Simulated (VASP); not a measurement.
Crystal: W.

```
W
1.0
    -1.58234    1.58234    1.58234
     1.58234   -1.58234    1.58234
     1.58234    1.58234   -1.58234
W
1
Direct
  0.00000 0.00000 0.00000
```

| Item | Value |
| --- | --- |
| Program | VASP 6.6.1 |
| Task | relaxation of cell and atoms |
| Functional | PBE |
| Potentials or basis | VASP PAW PBE potentials, release 64 (W_sv) |
| Cutoff | 500 eV |
| k mesh | 13 × 13 × 13 |
| Occupations | fermi-dirac, width 0.1 eV |
| Spin | no spin polarisation |

At the start: pressure 6.0 GPa; volume 15.85 Å³/atom.

Q: Where does the relaxation end?

A: Over 3 steps the energy falls by 5.6 meV/atom and the volume is 16.16 Å³/atom (+2.0 %); space group Im-3m (No. 229, to 0.1 Å) before and after.

Step by step:
```tsv
step	energy change (eV)	largest force (eV/Å)	pressure (GPa)	volume (Å³)
1	0.0000	0.0000	6.02	15.85
2	0.0585	0.0000	-17.53	17.25
3	-0.0056	0.0000	-0.16	16.16
```

Final structure:
```cif
data_structure
_symmetry_space_group_name_H-M 'P 1'
_symmetry_Int_Tables_number 1
_cell_length_a 2.7585
_cell_length_b 2.7585
_cell_length_c 2.7585
_cell_angle_alpha 109.471
_cell_angle_beta 109.471
_cell_angle_gamma 109.471
_cell_volume 16.16
loop_
_atom_site_label
_atom_site_type_symbol
_atom_site_fract_x
_atom_site_fract_y
_atom_site_fract_z
_atom_site_occupancy
W1 W 0.00000 0.00000 0.00000 1
```
